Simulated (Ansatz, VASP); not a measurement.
# Sc in VASP and in Ansatz

The input INCAR:

```
ALGO = Normal
EDIFF = 1E-6
ENCUT = 500
GGA = CA
GGA_COMPAT = F
ISIF = 2
ISMEAR = 0
LASPH = T
LCHARG = F
LREAL = F
LWAVE = F
NBANDS = 18
NELM = 120
PREC = Accurate
SIGMA = 0.3
```

Contents of KPOINTS:

```
k-points
0
Gamma
  11 11 6
```

Contents of POSCAR:

```
Sc
1.0
    3.2269060027      0.0000000000      0.0000000000
   -1.6134530014      2.7945825740      0.0000000000
    0.0000000000      0.0000000000      5.0094253455
Sc
2
Direct
    0.3333333333      0.6666666667      0.2500000000
    0.6666666667      0.3333333333      0.7500000000
```

Input for Ansatz:

```yaml
crystal:
  lattice:
    - [3.2269060027, 0.0, 0.0]
    - [-1.6134530014, 2.794582574, 0.0]
    - [0.0, 0.0, 5.0094253455]
  atoms:
    - { symbol: Sc, position: [0.3333333333, 0.6666666667, 0.25] }
    - { symbol: Sc, position: [0.6666666667, 0.3333333333, 0.75] }
hamiltonian:
  xc: lda
  pseudopotentials:
    kind: paw
    azcp:
      Sc: "pseudopotentials/Sc.paw.azcp"
basis:
  ecutwfc: 420
  fft_grid_basis: typed
kpoints:
  mp_grid: { grid: [11, 11, 6], shift: [0, 0, 0] }
magnetization:
  spin_polarized: false
scf:
  occupations: { method: gaussian, width: 0.3 }
  lower_state_search: "off"
output:
  stress: true
```

Alike in both runs: task single point; functional LDA; k mesh 11 × 11 × 6; occupations gaussian, width 0.3 eV; no spin polarisation.

|  | VASP | Ansatz |
| --- | --- | --- |
| version | VASP 6.6.1 | Ansatz 0.2.0 |
| potentials or method | VASP PAW LDA potentials, release 64 (Sc_sv), cutoff 500 eV | plane waves (420 eV) with PAW, scalar-relativistic |
| valence electrons in the cell | 22 | 22 |

```csv
,VASP,Ansatz,Ansatz less VASP
pressure (GPa),0.1,0.1,-0.08
"traceless stress, the component that is largest in VASP (GPa)",0.10,0.10,-0.002
```

Ansatz warns that its potentials were made for another functional, while VASP's fit it. LDA's correlation is that of Perdew and Zunger in VASP and of Perdew and Wang (1992) in Ansatz.
